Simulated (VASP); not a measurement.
Here is a VASP 6.6.1 calculation.

File INCAR:

```
SYSTEM = LiF
  PREC = Accurate
  ENCUT = 520
  EDIFF = 1E-6
  ISMEAR = -1
  SIGMA = 0.05
  LREAL = .False.
  LASPH = .True.
  NELM = 60
  ALGO = Normal
  ISIF = 2
  LWAVE = .False.
  LCHARG = .False.
  NBANDS = 12
```

Contents of KPOINTS:

```
regular mesh
0
Gamma
  11 11 11
  0 0 0
```

POSCAR

```
LiF
1.0
    0.0000000000      2.0273381371      2.0273381371
    2.0273381371      0.0000000000      2.0273381371
    2.0273381371      2.0273381371      0.0000000000
F Li
1 1
Direct
    0.5000000000      0.5000000000      0.5000000000
    0.0000000000      0.0000000000      0.0000000000
```

Potentials or basis: VASP PAW LDA potentials, release 64 (F, Li_sv).

The run is started by

```bash
$ cat potpaw_LDA.64/F/POTCAR potpaw_LDA.64/Li_sv/POTCAR > POTCAR
$ mpirun -np 1 vasp_std > vasp.out
```

(1) Estimate the band gap on the k mesh.

Results:

(1) 8.66 eV, direct.
